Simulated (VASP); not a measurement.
A run of VASP 6.6.1 is set up as follows.

Contents of INCAR:

```
PREC = Accurate
ENCUT = 500
EDIFF = 1E-6
ISMEAR = 0
SIGMA = 0.1
LREAL = F
LASPH = T
NELM = 120
ALGO = Normal
ISIF = 2
LWAVE = F
LCHARG = T
GGA = PS
LELF = T
LVHAR = T
NBANDS = 34
GGA_COMPAT = F
```

File KPOINTS:

```
Automatic mesh
0
Gamma
  15 15 4
```

The input POSCAR:

```
Tl
1.0
    3.4163363409      0.0000000000      0.0000000000
   -1.7081681704      2.9586340591      0.0000000000
    0.0000000000      0.0000000000     11.2364284126
Tl
4
Direct
    0.0000000000      0.0000000000      0.0000000000
    0.3333333333      0.6666666667      0.2500000000
    0.0000000000      0.0000000000      0.5000000000
    0.6666666667      0.3333333333      0.7500000000
```

Potentials or basis: VASP PAW PBE potentials, release 64 (Tl_d).

Command:

```sh
$ cat potpaw_PBE.64/Tl_d/POTCAR > POTCAR
$ mpirun -np 1 vasp_std > vasp.out
```

Problem. What does it give for the pressure?

Solution. -0.1 GPa.

Problem. What does it give for the band gap on the k mesh?

Solution. Zero (bands 26 and 27 overlap by 4.31 eV).

Caveat: the PAW data sets were made with another functional, which shifts forces and pressure a little; spin-orbit coupling is left out, which moves the levels of the heavy elements.
